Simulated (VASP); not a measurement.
# MgS (F-43m) in VASP: a series of runs, part 2 of 2

VASP 6.6.1. The steps go on from the part before.

### Step 3. Single point, PBE (strain +4.0%)

Contents of INCAR:

```
SYSTEM = MgS
PREC     = Accurate       ! precision mode
ENCUT    = 840            ! plane-wave cutoff, eV
EDIFF    = 1E-6           ! SCF threshold, eV
ISMEAR   = -1             ! smearing method
SIGMA    = 0.02           ! smearing width, eV
LREAL    = .False.        ! projectors in reciprocal space
LASPH    = .True.         ! aspherical terms in the spheres
NELM     = 120            ! most SCF steps
ALGO     = Normal         ! electronic algorithm
ISIF     = 2              ! what is computed and relaxed
LWAVE    = .False.        ! write WAVECAR
LCHARG   = .False.        ! write CHGCAR
GGA      = PE             ! functional
NBANDS   = 15             ! bands
GGA_COMPAT= .False.
```

Contents of KPOINTS:

```
regular mesh
0
Gamma
  8 8 8
  0 0 0
```

Contents of POSCAR:

```
MgS
1.0
    0.0000000000      2.9441119149      2.9441119149
    2.9441119149      0.0000000000      2.9441119149
    2.9441119149      2.9441119149      0.0000000000
Mg S
1 1
Direct
    0.0000000000      0.0000000000      0.0000000000
    0.2500000000      0.2500000000      0.2500000000
```

Potentials or basis: VASP PAW PBE potentials, release 64 (Mg_sv, S).

On the command line:

```bash
$ cat potpaw_PBE.64/Mg_sv/POTCAR potpaw_PBE.64/S/POTCAR > POTCAR
$ mpirun -np 1 vasp_std > vasp.out
```

OUTCAR:

```text
SYSTEM = MgS
   PREC = Accurate
   ENCUT = 840
   EDIFF = 1E-6
   ISMEAR = -1
   LREAL = .False.
   LASPH = .True.
   NELM = 120
   ISIF = 2
   GGA = PE

 ion  position               nearest neighbor table
   1  0.000  0.000  0.000-
   2  0.250  0.250  0.250-

  LATTYP: Found a face centered cubic cell.
 ALAT       =     5.8882238298

  Lattice vectors:

 A1 = (   0.0000000000,   2.9441119149,   2.9441119149)
 A2 = (   2.9441119149,   0.0000000000,   2.9441119149)
 A3 = (   2.9441119149,   2.9441119149,   0.0000000000)

Analysis of symmetry for initial positions (statically):
=====================================================================
 Subroutine PRICEL returns:
 Original cell was already a primitive cell.

 Routine SETGRP: Setting up the symmetry group for a
 face centered cubic supercell.

 Subroutine GETGRP returns: Found 24 space group operations
 (whereof 24 operations were pure point group operations)
 out of a pool of 48 trial point group operations.

The static configuration has the point symmetry T_d .

Analysis of symmetry for dynamics (positions and initial velocities):
=====================================================================
 Subroutine PRICEL returns:
 Original cell was already a primitive cell.

 Routine SETGRP: Setting up the symmetry group for a
 face centered cubic supercell.

 Subroutine GETGRP returns: Found 24 space group operations
 (whereof 24 operations were pure point group operations)
 out of a pool of 48 trial point group operations.

The dynamic configuration has the point symmetry T_d .

 Subroutine INISYM returns: Found 24 space group operations
 (whereof 24 operations are pure point group operations),
 and found     1 'primitive' translations

----------------------------------------------------------------------------------------

                                     Primitive cell

  volume of cell :      51.0379

  direct lattice vectors                    reciprocal lattice vectors
     0.000000000  2.944111915  2.944111915    -0.169830500  0.169830500  0.169830500
     2.944111915  0.000000000  2.944111915     0.169830500 -0.169830500  0.169830500
     2.944111915  2.944111915  0.000000000     0.169830500  0.169830500 -0.169830500

  length of vectors
     4.163602999  4.163602999  4.163602999     0.294155056  0.294155056  0.294155056

  position of ions in fractional coordinates (direct lattice)
     0.000000000  0.000000000  0.000000000
     0.250000000  0.250000000  0.250000000

  ion indices of the primitive-cell ions
   primitive index   ion index
                 1           1
                 2           2

----------------------------------------------------------------------------------------

 KPOINTS: regular mesh

Automatic generation of k-mesh.
 Grid dimensions read from file:
 generate k-points for:    8    8    8

 Generating k-lattice:

  Cartesian coordinates                     Fractional coordinates (reciprocal lattice)
    -0.021228813  0.021228813  0.021228813     0.125000000  0.000000000  0.000000000
     0.021228813 -0.021228813  0.021228813     0.000000000  0.125000000  0.000000000
     0.021228813  0.021228813 -0.021228813     0.000000000  0.000000000  0.125000000

  Length of vectors
     0.036769382  0.036769382  0.036769382

  Shift w.r.t. Gamma in fractional coordinates (k-lattice)
     0.000000000  0.000000000  0.000000000

 Subroutine IBZKPT returns following result:
 ===========================================

 Found     29 irreducible k-points:

 Following reciprocal coordinates:
            Coordinates               Weight
  0.000000  0.000000  0.000000      1.000000
  0.125000  0.000000  0.000000      8.000000
  0.250000  0.000000  0.000000      8.000000
  0.375000  0.000000  0.000000      8.000000
  0.500000  0.000000  0.000000      4.000000
  0.125000  0.125000  0.000000      6.000000
[... 16 lines left out ...]
  0.500000  0.250000  0.125000     48.000000
 -0.375000  0.250000  0.125000     24.000000
 [... further k-points ...]
   k-points           NKPTS =     29   k-points in BZ     NKDIM =     29   number of bands    NBANDS=     15
   number of dos      NEDOS =    301   number of ions     NIONS =      2
   total plane-waves  NPLWV =  64000
   dimension x,y,z NGX =    40 NGY =   40 NGZ =   40
   dimension x,y,z NGXF=    80 NGYF=   80 NGZF=   80
   ions per type =               1   1
   NGX,Y,Z   is equivalent  to a cutoff of  15.97, 15.97, 15.97 a.u.
   NGXF,Y,Z  is equivalent  to a cutoff of  31.94, 31.94, 31.94 a.u.
 SYSTEM =  MgS
   PREC   = accura    normal or accurate (medium, high low for compatibility)
   ISTART =      0    job   : 0-new  1-cont  2-samecut
   ICHARG =      2    charge: 1-file 2-atom 10-const
   ISPIN  =      1    spin polarized calculation?
   LNONCOLLINEAR =      F non collinear calculations
   LSORBIT =      F    spin-orbit coupling
   LASPH  =      T    aspherical Exc in radial PAW
   ENCUT  =  840.0 eV  61.74 Ry    7.86 a.u.   9.84  9.84  9.84*2*pi/ulx,y,z
   NELM   =    120;   NELMIN=  2; NELMDL= -5     # of ELM steps
   EDIFF  = 0.1E-05   stopping-criterion for ELM
   LREAL  =      F    real-space projection
   EDIFFG = 0.1E-04   stopping-criterion for IOM
   NSW    =      0    number of steps for IOM
   IBRION =     -1    ionic relax: 0-MD 1-quasi-New 2-CG
   NFREE  =      0    steps in history (QN), initial steepest desc. (CG)
   ISIF   =      2    stress and relaxation
   ISYM   =      2    0-nonsym 1-usesym 2-fastsym
   POTIM  = 0.5000    time-step for ionic-motion
   TEBEG  =    0.0;   TEEND  =   0.0 temperature during run
   PSTRESS=    0.0 pullay stress
   NELECT =      16.0000    total number of electrons
   NUPDOWN=      -1.0000    fix difference up-down
   EMIN   =  10.00;   EMAX   =-10.00  energy-range for DOS
   EFERMI =   0.00;   METHOD = LEGACY
   ISMEAR =    -1;   SIGMA  =   0.02  broadening in eV -4-tet -1-fermi 0-gaus
   EFERMI_NEDOS =   21; number of points for ismear=-14 and -15
   IALGO  =     38    algorithm
   IMIX   =      4    mixing-type and parameters
     AMIX     =   0.40;   BMIX     =  1.00
     AMIX_MAG =   1.60;   BMIX_MAG =  1.00
  volume/ion in A,a.u.               =      25.52       172.21
  Fermi-wavevector in a.u.,A,eV,Ry     =   1.112117  2.101597 16.827746  1.236804
  Thomas-Fermi vector in A             =   2.248688
   LORBIT       =      0    0 simple, 1 ext, 2 COOP (PROOUT), +10 PAW based schemes
   GGA     = PE    functional components
   LHFCALC =     F    Hartree Fock is set to
   AEXX    =    0.0000 exact exchange contribution
   IVDW    =     0    specifies the selected vdW correction
   LEPSILON=     F    determine dielectric tensor
   LRPA    =     F    only Hartree local field effects (RPA)
 non-spin polarized calculation
  energy-cutoff  :      840.00
  volume of cell :       51.04
 maximum number of plane-waves:      2840
   NGX = 19   NGY = 19   NGZ = 19

 number of electron      16.0000005 magnetization

 Free energy of the ion-electron system (eV)
  ---------------------------------------------------
  ext. energy  EPLUGINS =         0.00000000
  ---------------------------------------------------
  free energy    TOTEN  =        -8.40264459 eV

  energy without entropy =       -8.40264459  energy(sigma->0) =       -8.40264459

 E-fermi :   0.9479     XC(G=0):  -8.0619

 val. band max:        0.2834180036   @ k =   0.0000   0.0000   0.0000
 cond. band min:       3.1892746452   @ k =   0.0000   0.0000   0.0000
 fundamental gap:      2.9058566416
 Fermi energy:         0.9479373210

 k-point     1 :       0.0000    0.0000    0.0000
  band No.  band energies     occupation
      1     -73.8303      2.00000
      2     -40.5882      2.00000
      3     -40.5882      2.00000
      4     -40.5882      2.00000
      5     -10.6288      2.00000
      6       0.2834      2.00000
      7       0.2834      2.00000
      8       0.2834      2.00000
      9       3.1893      0.00000
     10       7.9298      0.00000
     11       7.9298      0.00000
     12       7.9298      0.00000
     13      10.8586      0.00000
     14      10.8586      0.00000
[... 401 lines left out ...]
      2     -40.5895      2.00000
      3     -40.5888      2.00000
      4     -40.5886      2.00000
      5     -10.0210      2.00000
      6      -2.1622      2.00000
      7      -0.8436      2.00000
      8      -0.2749      2.00000
      9       6.0741      0.00000
     10       6.4447      0.00000
     11       8.4206      0.00000
     12       8.8398      0.00000
     13      11.0455      0.00000
     14      12.4999      0.00000
     15      13.6965      0.00000

 [... further k-points ...]

------------------------ aborting loop because EDIFF is reached ----------------------------------------

  FORCE on cell =-STRESS in cart. coord.  units (eV):
  Direction    XX          YY          ZZ          XY          YZ          ZX
  --------------------------------------------------------------------------------------
  -------------------------------------------------------------------------------------
  Total       -1.4505573     -1.4505573     -1.4505573      0.0000000      0.0000000      0.0000000
  in kB      -45.5357526    -45.5357526    -45.5357526      0.0000000      0.0000000      0.0000000
  external PRESSURE =     -45.5357526 kB  Pullay stress =       0.0000000 kB

 VOLUME and BASIS-vectors are now :
 -----------------------------------------------------------------------------
  energy-cutoff  :      840.00
  volume of cell :       51.04
      direct lattice vectors                 reciprocal lattice vectors
     0.000000000  2.944111915  2.944111915    -0.169830500  0.169830500  0.169830500
     2.944111915  0.000000000  2.944111915     0.169830500 -0.169830500  0.169830500
     2.944111915  2.944111915  0.000000000     0.169830500  0.169830500 -0.169830500

 POSITION                                       TOTAL-FORCE (eV/Angst)
 -----------------------------------------------------------------------------------
      0.00000      0.00000      0.00000         0.000000      0.000000     -0.000000
      1.47206      1.47206      1.47206        -0.000000     -0.000000      0.000000
 -----------------------------------------------------------------------------------
    total drift:                               -0.000000     -0.000000     -0.000000

  FREE ENERGIE OF THE ION-ELECTRON SYSTEM (eV)
  ---------------------------------------------------
  free  energy   TOTEN  =        -8.4026445922 eV

  energy  without entropy=       -8.4026445922  energy(sigma->0) =       -8.40264459
```

It took 34 s on 1 thread of Intel Xeon Platinum 8559C (Emerald Rapids), shared host; peak memory 0.25 GiB.

Results:

```yaml
Free_energy: -8.4026 eV
Pressure: -4.6 GPa
Band_gap_on_the_k_mesh: 2.91 eV
```

Caveat: the cell differs from its parent crystal (strain +4.0%); the cell stands under tension; the structure was generated, so it needn't be the stable form of MgS.
